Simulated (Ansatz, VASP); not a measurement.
**One calculation of CaB2, two programs**

File INCAR:

```
PREC = Accurate ; ENCUT = 520
EDIFF = 1E-6 ; ISMEAR = 0
SIGMA = 0.1 ; LREAL = False
LASPH = True ; NELM = 60
ALGO = Normal ; ISIF = 2
LWAVE = False ; LCHARG = True
GGA = PE ; LELF = True
LVHAR = True ; NBANDS = 15
```

File KPOINTS:

```
Automatic mesh
0
Gamma
  15 15 15
```

Contents of POSCAR:

```
CaB2
1.0
    1.7314750993      0.9996676147      5.4434861030
   -1.7314750993      0.9996676147      5.4434861030
    0.0000000000     -1.9993352294      5.4434861030
Ca B
1 2
Direct
    0.0000000000      0.0000000000      0.0000000000
    0.4511145727      0.4511145727      0.4511145727
    0.5488854273      0.5488854273      0.5488854273
```

Input for Ansatz:

```yaml
crystal:
  lattice:
    - [1.7314750993, 0.9996676147, 5.443486103]
    - [-1.7314750993, 0.9996676147, 5.443486103]
    - [0.0, -1.9993352294, 5.443486103]
  atoms:
    - { symbol: Ca, position: [0.0, 0.0, 0.0] }
    - { symbol: B, position: [0.4511145727, 0.4511145727, 0.4511145727] }
    - { symbol: B, position: [0.5488854273, 0.5488854273, 0.5488854273] }
basis:
  ecutwfc: 420
kpoints:
  mp_grid: { grid: [15, 15, 15] }
  band_path:
    path:
      - [[0.0, 0.0, 0.0], [0.5, 0.5, 0.5], [0.81084974, 0.18915026, 0.5]]
      - [[0.5, -0.18915026, 0.18915026], [0.5, 0.0, 0.0], [0.0, 0.0, 0.0], [0.34457513, -0.34457513, 0.0]]
      - [[0.65542487, 0.0, 0.34457513], [0.5, 0.0, 0.5], [0.0, 0.0, 0.0]]
    npoints: 14
hamiltonian:
  xc: pbe
scf:
  occupations: { method: gaussian, width: 0.1 }
  n_extra_bands: 7
output:
  forces: true
  stress: true
  eigenvalues: true
  populations: true
  dos: { projected: true, de: 0.02, nscf_kmesh: { grid: [18, 18, 18] } }
  bader: true
  write_density: true
  write_potential: true
  elf: true
  volumetric_format: npy
```

Alike in both runs: task single point; functional PBE; k mesh 15 × 15 × 15; occupations gaussian, width 0.1 eV; no spin polarisation.

```csv
,VASP,Ansatz
version,VASP 6.6.1,Ansatz 0.2.0
potentials or method,"VASP PAW PBE potentials, release 64 (Ca_sv, B), cutoff 520 eV","scalar-relativistic, plane waves, PAW"
valence electrons in the cell,16,16
```

Ansatz gave:

- gap on the k mesh at the Fermi level (eV): none
- pressure (GPa): 0.0
- traceless stress, the component that is largest in VASP (GPa): 0.01
- rms of the force components (eV/Å): 0.003

Q: Estimate VASP's values.

A: gap on the k mesh at the Fermi level (eV): none; pressure (GPa): 0.1; traceless stress, the component that is largest in VASP (GPa): 0.05; rms of the force components (eV/Å): 0.004.

Atom by atom the forces differ by 0.001 eV/Å (rms over components). A gap of «none» marks a metal or a gap that the smearing closes.
